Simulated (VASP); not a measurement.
A run of VASP 6.6.1 is set up as follows.

The input INCAR:

```
SYSTEM = KGe7
ALGO = Normal ; EDIFF = 1E-7
ENCUT = 520 ; GGA = PE
ISIF = 2 ; ISMEAR = 0
LASPH = .TRUE. ; LCHARG = .TRUE.
LELF = .TRUE. ; LREAL = .FALSE.
LVHAR = .TRUE. ; LWAVE = .FALSE.
NBANDS = 64 ; NELM = 100
PREC = Accurate ; SIGMA = 0.1
```

The input KPOINTS:

```
k-points
0
G
  3 3 4
  0 0 0
```

Contents of POSCAR:

```
KGe7
1.0
    7.8158251694     -0.0000000039      0.0000000000
   -3.9079125814      6.7687031502      0.0000000000
    0.0000000000      0.0000000000      5.8816203505
K Ge
1 7
Direct
    0.0000000000      0.0000000000      0.0000000000
    0.7749128925      0.2250871075      0.0000000000
    0.7749128925      0.5498257850      0.0000000000
    0.4501742150      0.2250871075      0.0000000000
    0.2250871075      0.7749128925      0.0000000000
    0.2250871075      0.4501742150      0.0000000000
    0.5498257850      0.7749128925      0.0000000000
    0.0000000000      0.0000000000      0.5000000000
```

Potentials or basis: VASP PAW PBE potentials, release 64 (K_sv, Ge_d).

Launch:

```sh
$ cat potpaw_PBE.64/K_sv/POTCAR potpaw_PBE.64/Ge_d/POTCAR > POTCAR
$ mpirun -np 1 vasp_std > vasp.out
```

Estimate the largest force.

0.007 eV/Å.

Predict the pressure.

0.3 GPa.

What does it give for the band gap on the k mesh?

Zero (an odd number of electrons rules out a gap without spin polarisation).

Stress tensor (GPa, compression positive):
```
0.30 0.00 0.00
0.00 0.30 0.00
0.00 0.00 0.15
```
